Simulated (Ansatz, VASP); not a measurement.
# Zr2PbO: VASP beside Ansatz

```
CELL_PARAMETERS angstrom
4.29009 0.00000 0.00000
0.00000 4.29009 0.00000
0.00000 0.00000 8.34036
ATOMIC_POSITIONS crystal
Zr 0.00000 0.00000 0.00000
Zr 0.50000 0.50000 0.00000
Zr 0.00000 0.50000 0.66105
Zr 0.50000 0.00000 0.33895
Pb 0.00000 0.50000 0.30430
Pb 0.50000 0.00000 0.69570
O 0.00000 0.50000 0.93142
O 0.50000 0.00000 0.06858
```

Change from the starting cell: species swapped into the Ce2BiN type (P4/nmm, No. 129).

Alike in both runs: task single point; functional PBE; k mesh 4 × 4 × 2; occupations gaussian, width 0.1 eV; collinear spin.

|  | VASP | Ansatz |
| --- | --- | --- |
| version | VASP 6.6.1 | Ansatz 0.2.0 |
| potentials or method | VASP PAW PBE potentials, release 64 (Zr_sv, Pb_d, O), cutoff 520 eV | scalar-relativistic, plane waves, PAW |
| valence electrons in the cell | 88 | 88 |

Ansatz gave:

* gap on the k mesh at the Fermi level (eV): none
* pressure (GPa): 0.3
* rms of the force components (eV/Å): 0.007
* net moment per atom (μB): 0.00

Task: What did VASP give for the same quantities?

Result: gap on the k mesh at the Fermi level (eV): none; pressure (GPa): 0.4; rms of the force components (eV/Å): 0.009; net moment per atom (μB): 0.00.

Atom by atom the forces differ by 0.004 eV/Å (rms over components). A gap of «none» marks a metal or a gap that the smearing closes. The functional is the same, so the differences come from potentials, cutoffs and numerics. Ansatz's warnings: seeded moment not kept.

The k mesh is coarse, so the values compare programs but aren't converged. Spin-orbit coupling is off throughout.
